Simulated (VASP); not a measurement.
# Sr2SnB6: relaxation of cell and atoms with PBE

Sr2SnB6:

```
CELL_PARAMETERS angstrom
0.00000 3.97790 3.97790
3.97790 0.00000 3.97790
3.97790 3.97790 0.00000
ATOMIC_POSITIONS crystal
Sr 0.25000 0.25000 0.25000
Sr 0.75000 0.75000 0.75000
Sn 0.00000 0.00000 0.00000
B 0.65660 0.34340 0.34340
B 0.34340 0.65660 0.65660
B 0.34340 0.65660 0.34340
B 0.65660 0.34340 0.65660
B 0.34340 0.34340 0.65660
B 0.65660 0.65660 0.34340
```

The cell was generated, and may not be a known phase.

```yaml
Program: VASP 6.6.1
Task: relaxation of cell and atoms
Functional: PBE
Potentials_or_basis: VASP PAW PBE potentials, release 64 (Sr_sv, Sn_d, B)
Cutoff: 600 eV
k_mesh: 8 × 8 × 8
Occupations: gaussian, width 0.1 eV
Spin: no spin polarisation
Dipole_correction: no
Further_INCAR_settings: ALGO = Normal; EDIFF = 1e-07; IBRION = 2; EDIFFG = -0.01; NSW = 100; ISIF = 3
```

The relaxed volume is 14.18 Å³/atom. The relaxed cell is a = 5.652 Å, b = 5.652 Å, c = 5.652 Å, α = 60.00°, β = 60.00°, γ = 60.00°, the space group after relaxing (to 0.1 Å) is Fm-3m (No. 225) and the energy gained by relaxing is 0.6 meV/atom. The ionic steps are 5, the pressure after relaxing is 0.0 GPa and the band gap on the k mesh is zero (bands 26 and 27 overlap by 1.45 eV).

The path:
| step | energy change (eV) | largest force (eV/Å) | pressure (GPa) | volume (Å³) |
| --- | --- | --- | --- | --- |
| 1 | 0.0000 | 0.0363 | 0.96 | 125.89 |
| 2 | -0.0046 | 0.1110 | -0.15 | 127.43 |
| 3 | -0.0046 | 0.1089 | -0.12 | 127.38 |
| 4 | -0.0055 | 0.0555 | 0.08 | 127.77 |
| 5 | -0.0058 | 0.0012 | 0.01 | 127.64 |

Final structure:
```yaml
crystal:
  lattice:
    - [0.00000, 3.99627, 3.99627]
    - [3.99627, 0.00000, 3.99627]
    - [3.99627, 3.99627, 0.00000]
  atoms:
    - { symbol: Sr, position: [0.25000, 0.25000, 0.25000] }
    - { symbol: Sr, position: [0.75000, 0.75000, 0.75000] }
    - { symbol: Sn, position: [0.00000, 0.00000, 0.00000] }
    - { symbol: B, position: [0.65589, 0.34411, 0.34411] }
    - { symbol: B, position: [0.34411, 0.65589, 0.65589] }
    - { symbol: B, position: [0.34411, 0.65589, 0.34411] }
    - { symbol: B, position: [0.65589, 0.34411, 0.65589] }
    - { symbol: B, position: [0.34411, 0.34411, 0.65589] }
    - { symbol: B, position: [0.65589, 0.65589, 0.34411] }
```

Levels at points of the mesh, in eV from the Fermi level:
```
           k point  band 24  band 25  band 26  band 27  band 28  band 29
(0.00, 0.00, 0.00)    -2.86    -2.81    -2.81    -1.47     3.92     3.92
(0.50, 0.00, 0.00)    -3.34    -0.08    -0.08     1.04     1.04     2.51
(0.50, 0.50, 0.00)    -2.64    -2.38    -1.60     0.00     0.82     2.60
```

Run time: 7.1 min on 1 thread of Intel(R) Xeon(R) Platinum 8488C (Sapphire Rapids), with other jobs on the host, peak memory 0.43 GiB.

Caveat: spin-orbit coupling is left out, which moves the levels of the heavy elements.
